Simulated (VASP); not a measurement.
Input of a VASP 6.6.1 run:

The input POSCAR:

```
Au
1.0
    0.0000000000      2.0620690893      2.0620690893
    2.0620690893      0.0000000000      2.0620690893
    2.0620690893      2.0620690893      0.0000000000
Au
1
Direct
    0.0000000000      0.0000000000      0.0000000000
```

The input INCAR.step1:

```
SYSTEM = Au
PREC = Accurate ; ENCUT = 520
ISMEAR = 0 ; SIGMA = 0.1
LREAL = .False. ; LASPH = .True.
NELM = 60 ; NBANDS = 12
GGA = PE ; ALGO = Normal
EDIFF = 1E-4 ; LWAVE = .True.
LCHARG = .False.
```

The input INCAR.step2:

```
SYSTEM = Au
PREC = Accurate ; ENCUT = 520
EDIFF = 1E-6 ; ISMEAR = 0
SIGMA = 0.1 ; LREAL = .False.
LASPH = .True. ; NELM = 60
ALGO = Normal ; ISIF = 2
LWAVE = .False. ; LCHARG = .True.
METAGGA = R2SCAN ; LMIXTAU = .True.
LELF = .True. ; LVHAR = .True.
NBANDS = 12 ; ISTART = 1
```

Contents of KPOINTS:

```
Automatic mesh
0
Gamma
  18 18 18
  0 0 0
```

Potentials or basis: VASP PAW PBE potentials, release 64 (Au).

The run is started by

```bash
$ cat potpaw_PBE.64/Au/POTCAR > POTCAR
$ cp INCAR.step1 INCAR
$ mpirun -np 1 vasp_std > vasp.out
$ cp INCAR.step2 INCAR
$ mpirun -np 1 vasp_std > vasp.out
```

Question: Estimate the pressure.

Answer: 0.3 GPa.

Caveat: the PAW data sets were made with another functional, which shifts forces and pressure a little.
